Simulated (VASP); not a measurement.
ZnO, 2 atoms in the cell. It takes space group Pm-3m (No. 221, cubic). Conventional cell: a = 2.243 Å, b = 2.243 Å, c = 2.243 Å, α = 90.00°, β = 90.00°, γ = 90.00°. Zn (site symmetry m-3m) has 8 O at 1.94 Å and 6 Zn at 2.24 Å within 2.6 Å. O (site symmetry m-3m) has 8 Zn at 1.94 Å and 6 O at 2.24 Å within 2.6 Å. 

```yaml
Program: VASP 6.6.1
Task: relaxation of cell and atoms
Functional: PBE
Potentials_or_basis: VASP PAW PBE potentials, release 64 (Zn, O)
Cutoff: 600 eV
k_mesh: 10 × 10 × 10
Occupations: fermi-dirac, width 0.02 eV
Spin: no spin polarisation
Dipole_correction: no
Further_INCAR_settings: ALGO = Normal; EDIFF = 1e-06; IBRION = 2; EDIFFG = -0.005; NSW = 80; ISIF = 3
```

Potentials or basis: VASP PAW PBE potentials, release 64 (Zn, O).

The run is started by

```console
$ cat potpaw_PBE.64/Zn/POTCAR potpaw_PBE.64/O/POTCAR > POTCAR
$ mpirun -np 1 vasp_std > vasp.out
```

Hardware: 1 thread of Intel(R) Xeon(R) Platinum 8488C (Sapphire Rapids), with other jobs on the host.

Question: How long does it take, and how much memory?

Answer: Run time: 55 s on 1 thread of Intel(R) Xeon(R) Platinum 8488C (Sapphire Rapids), on a shared host, peak memory 0.13 GiB. Counts: scf iterations 78, k points 56, ion steps 8.
